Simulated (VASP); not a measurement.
Input of a VASP 6.6.1 run:

Contents of INCAR:

```
  PREC = Accurate
  ENCUT = 520
  EDIFF = 1E-6
  ISMEAR = -1
  SIGMA = 0.1
  LREAL = False
  LASPH = True
  NELM = 150
  ALGO = Normal
  ISIF = 2
  LWAVE = False
  LCHARG = False
  ISPIN = 2
  MAGMOM = 0.3 -3.2 3.2 0 0 0 0
  LORBIT = 11
  LMAXMIX = 6
  GGA = PE
  NBANDS = 39
```

File KPOINTS:

```
regular mesh
0
Gamma
  5 5 5
```

Contents of POSCAR:

```
CeFe2S4
1.0
    3.8913245558      0.0000002703      0.0000000637
   -1.9456625120      3.3699857846     -0.0000006975
   -0.0000000561     -2.2466547212     12.9547211743
Ce Fe S
1 2 4
Direct
   -0.0000060642     -0.0000121284     -0.0000181926
    0.1868203162      0.3736406324      0.5604609486
    0.8131890207      0.6263780413      0.4395670620
    0.1302040243      0.2604080486      0.3906120729
    0.8698054767      0.7396109534      0.6094164301
    0.2947093398      0.5894186795      0.8841280193
    0.7052778866      0.4105557731      0.1158336597
```

Potentials or basis: VASP PAW PBE potentials, release 64 (Ce, Fe, S).

Run with:

```sh
$ cat potpaw_PBE.64/Ce/POTCAR potpaw_PBE.64/Fe/POTCAR potpaw_PBE.64/S/POTCAR > POTCAR
$ mpirun -np 1 vasp_std > vasp.out
```

**Question.** What does it give for the largest force?

**Answer.** 0.019 eV/Å.

**Question.** Predict the pressure.

**Answer.** 0.0 GPa.

**Question.** Estimate the band gap on the k mesh.

**Answer.** Zero (filled and empty bands overlap).

**Question.** What does it give for the net moment?

**Answer.** 0.00 μB per cell.

Forces in eV/Å, atoms in the order of the input:
```
Ce   0.000  0.000  0.000
Fe   0.000  0.000  0.003
Fe   0.000  0.000 -0.003
S    0.000  0.000 -0.019
S    0.000  0.000  0.019
S    0.000  0.000  0.004
S    0.000  0.000 -0.004
```

Caveat: the k points lie up to 0.37 Å⁻¹ apart; the magnetic or orbital state may not be the lowest; spin-orbit coupling is left out, which moves the levels of the heavy elements; semilocal functionals describe open f shells poorly, which spoils levels, moments and volumes. The state reached can hang on the start; a lower one may exist.
